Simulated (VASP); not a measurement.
# MgO (Periclase) (Fm-3m) in VASP: a series of runs, part 2 of 2

VASP 6.6.1. The steps go on from the part before.

## (3) Single point, PBEsol

Contents of INCAR:

```
SYSTEM = MgO
PREC = Accurate ; ENCUT = 600
EDIFF = 1E-6 ; ISMEAR = 0
SIGMA = 0.01 ; LREAL = .FALSE.
LASPH = .TRUE. ; NELM = 120
ALGO = Normal ; ISIF = 2
LWAVE = .FALSE. ; LCHARG = .FALSE.
GGA = PS ; NBANDS = 11
GGA_COMPAT = .FALSE.
```

Contents of KPOINTS:

```
regular mesh
0
G
  10 10 10
  0 0 0
```

Contents of POSCAR:

```
MgO
1.0
    0.0000000000      2.0288630424      2.0288630424
    2.0288630424      0.0000000000      2.0288630424
    2.0288630424      2.0288630424      0.0000000000
Mg O
1 1
Direct
    0.0000000000      0.0000000000      0.0000000000
    0.5000000000      0.5000000000      0.5000000000
```

Potentials or basis: VASP PAW PBE potentials, release 64 (Mg, O).

On the command line:

```sh
$ cat potpaw_PBE.64/Mg/POTCAR potpaw_PBE.64/O/POTCAR > POTCAR
$ mpirun -np 1 vasp_std > vasp.out
```

OUTCAR:

```text
SYSTEM = MgO
   PREC = Accurate
   ENCUT = 600
   EDIFF = 1E-6
   ISMEAR = 0
   LREAL = .FALSE.
   LASPH = .TRUE.
   NELM = 120
   ISIF = 2
   GGA = PS

 ion  position               nearest neighbor table
   1  0.000  0.000  0.000-   2 2.03   2 2.03   2 2.03   2 2.03   2 2.03   2 2.03
   2  0.500  0.500  0.500-   1 2.03   1 2.03   1 2.03   1 2.03   1 2.03   1 2.03

  LATTYP: Found a face centered cubic cell.
 ALAT       =     4.0577260848

  Lattice vectors:

 A1 = (   0.0000000000,   2.0288630424,   2.0288630424)
 A2 = (   2.0288630424,   0.0000000000,   2.0288630424)
 A3 = (   2.0288630424,   2.0288630424,   0.0000000000)

Analysis of symmetry for initial positions (statically):
[... 6 lines left out ...]

 Subroutine GETGRP returns: Found 48 space group operations
 (whereof 48 operations were pure point group operations)
 out of a pool of 48 trial point group operations.

The static configuration has the point symmetry O_h .

Analysis of symmetry for dynamics (positions and initial velocities):
[... 6 lines left out ...]

 Subroutine GETGRP returns: Found 48 space group operations
 (whereof 48 operations were pure point group operations)
 out of a pool of 48 trial point group operations.

The dynamic configuration has the point symmetry O_h .

 Subroutine INISYM returns: Found 48 space group operations
 (whereof 48 operations are pure point group operations),
 and found     1 'primitive' translations

----------------------------------------------------------------------------------------

                                     Primitive cell

  volume of cell :      16.7028

  direct lattice vectors                    reciprocal lattice vectors
     0.000000000  2.028863042  2.028863042    -0.246443446  0.246443446  0.246443446
     2.028863042  0.000000000  2.028863042     0.246443446 -0.246443446  0.246443446
     2.028863042  2.028863042  0.000000000     0.246443446  0.246443446 -0.246443446

  length of vectors
     2.869245631  2.869245631  2.869245631     0.426852570  0.426852570  0.426852570

  position of ions in fractional coordinates (direct lattice)
     0.000000000  0.000000000  0.000000000
     0.500000000  0.500000000  0.500000000

  ion indices of the primitive-cell ions
   primitive index   ion index
                 1           1
                 2           2

----------------------------------------------------------------------------------------

 KPOINTS: regular mesh

Automatic generation of k-mesh.
 Grid dimensions read from file:
 generate k-points for:   10   10   10

 Generating k-lattice:

  Cartesian coordinates                     Fractional coordinates (reciprocal lattice)
    -0.024644345  0.024644345  0.024644345     0.100000000  0.000000000  0.000000000
     0.024644345 -0.024644345  0.024644345     0.000000000  0.100000000  0.000000000
     0.024644345  0.024644345 -0.024644345     0.000000000  0.000000000  0.100000000

  Length of vectors
     0.042685257  0.042685257  0.042685257

  Shift w.r.t. Gamma in fractional coordinates (k-lattice)
     0.000000000  0.000000000  0.000000000

 Subroutine IBZKPT returns following result:
 ===========================================

 Found     47 irreducible k-points:

 Following reciprocal coordinates:
            Coordinates               Weight
  0.000000  0.000000  0.000000      1.000000
  0.100000  0.000000  0.000000      8.000000
  0.200000  0.000000  0.000000      8.000000
  0.300000  0.000000  0.000000      8.000000
  0.400000  0.000000  0.000000      8.000000
  0.500000  0.000000  0.000000      4.000000
[... 16 lines left out ...]
  0.300000  0.300000  0.000000      6.000000
  0.400000  0.300000  0.000000     24.000000
 [... further k-points ...]
   k-points           NKPTS =     47   k-points in BZ     NKDIM =     47   number of bands    NBANDS=     11
   number of dos      NEDOS =    301   number of ions     NIONS =      2
   total plane-waves  NPLWV =  13824
   dimension x,y,z NGX =    24 NGY =   24 NGZ =   24
   dimension x,y,z NGXF=    48 NGYF=   48 NGZF=   48
   ions per type =               1   1
   NGX,Y,Z   is equivalent  to a cutoff of  13.91, 13.91, 13.91 a.u.
   NGXF,Y,Z  is equivalent  to a cutoff of  27.81, 27.81, 27.81 a.u.
 SYSTEM =  MgO
   PREC   = accura    normal or accurate (medium, high low for compatibility)
   ISTART =      0    job   : 0-new  1-cont  2-samecut
   ICHARG =      2    charge: 1-file 2-atom 10-const
   ISPIN  =      1    spin polarized calculation?
   LNONCOLLINEAR =      F non collinear calculations
   LSORBIT =      F    spin-orbit coupling
   LASPH  =      T    aspherical Exc in radial PAW
   ENCUT  =  600.0 eV  44.10 Ry    6.64 a.u.   5.73  5.73  5.73*2*pi/ulx,y,z
   NELM   =    120;   NELMIN=  2; NELMDL= -5     # of ELM steps
   EDIFF  = 0.1E-05   stopping-criterion for ELM
   LREAL  =      F    real-space projection
   EDIFFG = 0.1E-04   stopping-criterion for IOM
   NSW    =      0    number of steps for IOM
   IBRION =     -1    ionic relax: 0-MD 1-quasi-New 2-CG
   NFREE  =      0    steps in history (QN), initial steepest desc. (CG)
   ISIF   =      2    stress and relaxation
   ISYM   =      2    0-nonsym 1-usesym 2-fastsym
   POTIM  = 0.5000    time-step for ionic-motion
   TEBEG  =    0.0;   TEEND  =   0.0 temperature during run
   PSTRESS=    0.0 pullay stress
   NELECT =       8.0000    total number of electrons
   NUPDOWN=      -1.0000    fix difference up-down
   EMIN   =  10.00;   EMAX   =-10.00  energy-range for DOS
   EFERMI =   0.00;   METHOD = LEGACY
   ISMEAR =     0;   SIGMA  =   0.01  broadening in eV -4-tet -1-fermi 0-gaus
   EFERMI_NEDOS =   21; number of points for ismear=-14 and -15
   IALGO  =     38    algorithm
   IMIX   =      4    mixing-type and parameters
     AMIX     =   0.40;   BMIX     =  1.00
     AMIX_MAG =   1.60;   BMIX_MAG =  1.00
  volume/ion in A,a.u.               =       8.35        56.36
  Fermi-wavevector in a.u.,A,eV,Ry     =   1.280881  2.420514 22.322480  1.640656
  Thomas-Fermi vector in A             =   2.413283
   LORBIT       =      0    0 simple, 1 ext, 2 COOP (PROOUT), +10 PAW based schemes
   GGA     = PS    functional components
   LHFCALC =     F    Hartree Fock is set to
   AEXX    =    0.0000 exact exchange contribution
   IVDW    =     0    specifies the selected vdW correction
   LEPSILON=     F    determine dielectric tensor
   LRPA    =     F    only Hartree local field effects (RPA)
 non-spin polarized calculation
 Gauss-broadening in eV      SIGMA  =   0.01
  energy-cutoff  :      600.00
  volume of cell :       16.70
 maximum number of plane-waves:       568
   NGX = 11   NGY = 11   NGZ = 11

 number of electron       7.9999998 magnetization

 Free energy of the ion-electron system (eV)
  ---------------------------------------------------
  ext. energy  EPLUGINS =         0.00000000
  ---------------------------------------------------
  free energy    TOTEN  =       -12.38976155 eV

  energy without entropy =      -12.38976155  energy(sigma->0) =      -12.38976155

 E-fermi :   4.0057     XC(G=0): -11.8638

 val. band max:        3.9602086373   @ k =   0.0000   0.0000   0.0000
 cond. band min:       9.7571880128   @ k =   0.0000   0.0000   0.0000
 fundamental gap:      5.7969793755
 Fermi energy:         4.0056863647

 k-point     1 :       0.0000    0.0000    0.0000
  band No.  band energies     occupation
      1     -13.8671      2.00000
      2       3.9602      2.00000
      3       3.9602      2.00000
      4       3.9602      2.00000
      5       9.7572      0.00000
      6      20.2090      0.00000
      7      20.2090      0.00000
      8      20.2090      0.00000
      9      24.3576      0.00000
     10      26.3790      0.00000
     11      26.3790      0.00000

 k-point     2 :       0.1000    0.0000    0.0000
  band No.  band energies     occupation
      1     -13.7374      2.00000
      2       3.2730      2.00000
      3       3.8764      2.00000
      4       3.8764      2.00000
      5      10.3764      0.00000
      6      18.9138      0.00000
      7      20.4938      0.00000
      8      20.4938      0.00000
      9      25.8035      0.00000
     10      25.8035      0.00000
     11      26.2399      0.00000
[... 295 lines left out ...]
 k-point    24 :       0.4000    0.3000    0.0000
  band No.  band energies     occupation
      1     -12.3247      2.00000
      2      -0.0518      2.00000
      3       2.4642      2.00000
      4       2.7186      2.00000
      5      14.0232      0.00000
      6      14.8536      0.00000
      7      18.6697      0.00000
      8      23.5097      0.00000
      9      23.7380      0.00000
     10      30.1194      0.00000
     11      33.1854      0.00000

 [... further k-points ...]
[... 5 lines left out ...]
  --------------------------------------------------------------------------------------
  -------------------------------------------------------------------------------------
  Total        2.3019119      2.3019119      2.3019119     -0.0000000      0.0000000      0.0000000
  in kB      220.8061105    220.8061105    220.8061105     -0.0000000      0.0000000      0.0000000
  external PRESSURE =     220.8061105 kB  Pullay stress =       0.0000000 kB

 VOLUME and BASIS-vectors are now :
 -----------------------------------------------------------------------------
  energy-cutoff  :      600.00
  volume of cell :       16.70
      direct lattice vectors                 reciprocal lattice vectors
     0.000000000  2.028863042  2.028863042    -0.246443446  0.246443446  0.246443446
     2.028863042  0.000000000  2.028863042     0.246443446 -0.246443446  0.246443446
     2.028863042  2.028863042  0.000000000     0.246443446  0.246443446 -0.246443446

 POSITION                                       TOTAL-FORCE (eV/Angst)
 -----------------------------------------------------------------------------------
      0.00000      0.00000      0.00000         0.000000      0.000000      0.000000
      2.02886      2.02886      2.02886        -0.000000     -0.000000     -0.000000
 -----------------------------------------------------------------------------------
    total drift:                               -0.000000     -0.000000      0.000000

  FREE ENERGIE OF THE ION-ELECTRON SYSTEM (eV)
  ---------------------------------------------------
  free  energy   TOTEN  =       -12.3897615463 eV

  energy  without entropy=      -12.3897615463  energy(sigma->0) =      -12.38976155
```

It took 7.9 s on 1 thread of Intel Xeon 6975P-C, shared host; peak memory 0.14 GiB.

What came out:

| Property | Result |
| --- | --- |
| Free energy | -12.3898 eV |
| Pressure | 22.1 GPa |
| Band gap on the k mesh | 5.80 eV, direct |

Levels at points of the mesh, in eV from the valence-band top:
```tsv
k point	band 1	band 2	band 3	band 4	band 5	band 6	band 7	band 8
(0.00, 0.00, 0.00)	-17.83	0.00	0.00	0.00	5.80	16.25	16.25	16.25
(0.50, 0.00, 0.00)	-16.20	-5.20	-0.80	-0.80	8.47	13.79	17.35	17.35
(0.50, 0.50, 0.00)	-15.90	-4.63	-1.53	-1.53	9.02	11.14	14.20	20.61
```

Caveat: the PAW data sets were made with another functional, which shifts forces and pressure a little. Expect the measured gap to be larger: semilocal functionals such as PBEsol lack the derivative discontinuity.

## (4) Single point, PBEsol

Contents of INCAR:

```
SYSTEM = MgO
PREC     = Accurate       ! precision mode
ENCUT    = 600            ! plane-wave cutoff, eV
EDIFF    = 1E-6           ! SCF threshold, eV
ISMEAR   = 0              ! smearing method
SIGMA    = 0.02           ! smearing width, eV
LREAL    = .FALSE.        ! projectors in reciprocal space
LASPH    = .TRUE.         ! aspherical terms in the spheres
NELM     = 120            ! most SCF steps
ALGO     = Normal         ! electronic algorithm
ISIF     = 2              ! what is computed and relaxed
LWAVE    = .FALSE.        ! write WAVECAR
LCHARG   = .TRUE.         ! write CHGCAR
GGA      = PS             ! functional
LELF     = .TRUE.         ! ELF
LVHAR    = .TRUE.       
NBANDS   = 11             ! bands
GGA_COMPAT= .FALSE.
```

KPOINTS is that of step 3.

POSCAR is that of step 3.

On the command line:

```sh
$ cat potpaw_PBE.64/Mg/POTCAR potpaw_PBE.64/O/POTCAR > POTCAR
$ mpirun -np 1 vasp_std > vasp.out
```

Wall time 8.7 s (1 thread of Intel Xeon 6975P-C, shared host); peak memory 0.15 GiB.

The run converged. Its results:

| Property | Result |
| --- | --- |
| Free energy | -12.3898 eV |
| Pressure | 22.1 GPa |
| Band gap on the k mesh | 5.80 eV, direct |

Levels at points of the mesh, in eV from the valence-band top:
| k point | band 1 | band 2 | band 3 | band 4 | band 5 | band 6 | band 7 | band 8 | band 9 |
| --- | --- | --- | --- | --- | --- | --- | --- | --- | --- |
| (0.00, 0.00, 0.00) | -17.83 | 0.00 | 0.00 | 0.00 | 5.80 | 16.25 | 16.25 | 16.25 | 20.40 |
| (0.50, 0.00, 0.00) | -16.20 | -5.20 | -0.80 | -0.80 | 8.47 | 13.79 | 17.35 | 17.35 | 22.52 |
| (0.50, 0.50, 0.00) | -15.90 | -4.63 | -1.53 | -1.53 | 9.02 | 11.14 | 14.20 | 20.61 | 20.61 |

Caveat: the PAW data sets were made with another functional, which shifts forces and pressure a little.

## (5) Relaxation of cell and atoms, PBEsol, target pressure 22.6 GPa, at which the enthalpy is minimised

Contents of INCAR:

```
ALGO = Normal
EDIFF = 1E-7
EDIFFG = -0.05
ENCUT = 600
GGA = PS
GGA_COMPAT = F
IBRION = 2
ISIF = 3
ISMEAR = 0
LASPH = T
LCHARG = F
LREAL = F
LWAVE = F
NELM = 120
NELMIN = 4
NSW = 80
PREC = Accurate
PSTRESS = 226.0
SIGMA = 0.1
```

Contents of KPOINTS:

```
k-points
0
Gamma
  8 8 8
```

POSCAR is that of step 4.

On the command line:

```sh
$ cat potpaw_PBE.64/Mg/POTCAR potpaw_PBE.64/O/POTCAR > POTCAR
$ mpirun -np 1 vasp_std > vasp.out
```

Wall time 5.6 s (1 thread of Intel Xeon 6975P-C, shared host); peak memory 0.14 GiB.

The run converged. Its results:

| Quantity | Value |
| --- | --- |
| Free energy | -12.3898 eV |
| Pressure after relaxing | 22.1 GPa |
| Band gap on the k mesh | 5.80 eV, direct |

Final structure:
```
Mg O
1.0
     0.00000    2.02886    2.02886
     2.02886    0.00000    2.02886
     2.02886    2.02886    0.00000
Mg O
1 1
Direct
  0.00000 0.00000 0.00000
  0.50000 0.50000 0.50000
```

Levels at points of the mesh, in eV from the valence-band top:
| k point | band 2 | band 3 | band 4 | band 5 | band 6 | band 7 |
| --- | --- | --- | --- | --- | --- | --- |
| (0.00, 0.00, 0.00) | 0.00 | 0.00 | 0.00 | 5.80 | 16.25 | 16.25 |
| (0.50, 0.00, 0.00) | -5.20 | -0.80 | -0.80 | 8.47 | 13.79 | 17.35 |
| (0.50, 0.50, 0.00) | -4.63 | -1.53 | -1.53 | 9.02 | 11.14 | 14.20 |

Caveat: the relaxation stopped at its first step, so nothing moved; the cell is relaxed towards a set pressure, so the enthalpy falls and the energy may rise; the PAW data sets were made with another functional, which shifts forces and pressure a little. PBEsol gaps usually lie below the measured ones, often by a third to a half.

## (6) Relaxation of cell and atoms, PBEsol, target pressure 22.6 GPa, at which the enthalpy is minimised

This run uses another cell than the first one, of 9.37 Å³/atom, 1.122 times its volume.

Contents of INCAR:

```
SYSTEM = MgO
PREC = Accurate
ENCUT = 600
EDIFF = 1E-7
ISMEAR = 0
SIGMA = 0.1
LREAL = .False.
LASPH = .True.
NELM = 120
ALGO = Normal
ISIF = 3
LWAVE = .False.
LCHARG = .False.
GGA = PS
IBRION = 2
NSW = 80
EDIFFG = -0.05
PSTRESS = 226.0
GGA_COMPAT = .False.
NELMIN = 4
```

Contents of KPOINTS:

```
regular mesh
0
Gamma
  8 8 8
  0 0 0
```

Contents of POSCAR:

```
MgO
1.0
    0.0000000000      2.1085000000      2.1085000000
    2.1085000000      0.0000000000      2.1085000000
    2.1085000000      2.1085000000      0.0000000000
Mg O
1 1
Direct
    0.0000000000      0.0000000000      0.0000000000
    0.5000000000      0.5000000000      0.5000000000
```

Potentials or basis: VASP PAW PBE potentials, release 64 (Mg, O).

On the command line:

```sh
$ cat potpaw_PBE.64/Mg/POTCAR potpaw_PBE.64/O/POTCAR > POTCAR
$ mpirun -np 1 vasp_std > vasp.out
```

Run time: 13 s. Hardware: 1 thread of Intel Xeon 6975P-C, shared host; peak memory 0.15 GiB.

It converged, with:

- Free energy: -12.3932 eV
- Relaxed volume: 8.34 Å³/atom
- Relaxed cell: a = 2.868 Å, b = 2.868 Å, c = 2.868 Å, α = 60.00°, β = 60.00°, γ = 60.00°
- Space group after relaxing (to 0.05 Å): Fm-3m (No. 225)
- Energy change on relaxing (the enthalpy is what falls): +61.1 meV/atom
- Ionic steps: 3
- Pressure after relaxing: 22.3 GPa
- Band gap on the k mesh: 5.81 eV, direct

The path:
| step | energy change (eV) | largest force (eV/Å) | pressure (GPa) | volume (Å³) |
| --- | --- | --- | --- | --- |
| 1 | 0.0000 | 0.0000 | -1.04 | 18.75 |
| 2 | 0.4358 | 0.0000 | 49.22 | 15.24 |
| 3 | 0.1222 | 0.0000 | 22.28 | 16.68 |

Final structure:
```xyz
2
Lattice="0.0000 2.0281 2.0281 2.0281 0.0000 2.0281 2.0281 2.0281 0.0000" Properties=species:S:1:pos:R:3 pbc="T T T"
Mg    0.0000    0.0000    0.0000
O     2.0281    2.0281    2.0281
```

Levels at points of the mesh, in eV from the valence-band top:
| k point | band 1 | band 2 | band 3 | band 4 | band 5 | band 6 | band 7 | band 8 |
| --- | --- | --- | --- | --- | --- | --- | --- | --- |
| (0.00, 0.00, 0.00) | -17.83 | 0.00 | 0.00 | 0.00 | 5.81 | 16.26 | 16.26 | 16.26 |
| (0.50, 0.00, 0.00) | -16.20 | -5.21 | -0.80 | -0.80 | 8.48 | 13.81 | 17.36 | 17.36 |
| (0.50, 0.50, 0.00) | -15.90 | -4.63 | -1.53 | -1.53 | 9.02 | 11.15 | 14.21 | 20.63 |

Caveat: the cell is relaxed towards a set pressure, so the enthalpy falls and the energy may rise; the PAW data sets were made with another functional, which shifts forces and pressure a little.

## (7) Overview

| task | cell | k mesh | smearing | gap on the mesh (eV) | pressure (GPa) |
| --- | --- | --- | --- | --- | --- |
| single point | a = 2.869 Å, angles 60.0°, 2 atoms | 8 × 8 × 8 | gaussian 0.1 eV | 5.80 | 22.1 |
| single point | a = 2.869 Å, angles 60.0°, 2 atoms | 10 × 10 × 10 | gaussian 0.01 eV | 5.80 | 22.1 |
| single point | a = 2.869 Å, angles 60.0°, 2 atoms | 10 × 10 × 10 | gaussian 0.02 eV | 5.80 | 22.1 |
| relaxation of cell and atoms | relaxed to 22.6 GPa from a = 2.869 Å, angles 60.0°, 2 atoms | 8 × 8 × 8 | gaussian 0.1 eV | 5.80 | 22.1 |
| relaxation of cell and atoms | relaxed to 22.6 GPa from a = 2.982 Å, angles 60.0°, 2 atoms | 8 × 8 × 8 | gaussian 0.1 eV | 5.81 | 22.3 |

Alike in all rows: level PBEsol; potentials or basis VASP PAW PBE potentials, release 64 (Mg, O); no spin polarisation; cutoff (eV) 600.

On the cell as given the gap runs from 5.80 eV (PBEsol) to 5.80 eV (PBEsol); the meshes differ, which moves gaps too.

Caveats: the PAW data sets were made with another functional, which shifts forces and pressure a little; the cell is relaxed towards a set pressure, so the enthalpy falls and the energy may rise (some runs); the relaxation stopped at its first step, so nothing moved (some runs).

Total energies depend on the potentials used, so only differences within one code and one set of settings carry meaning.
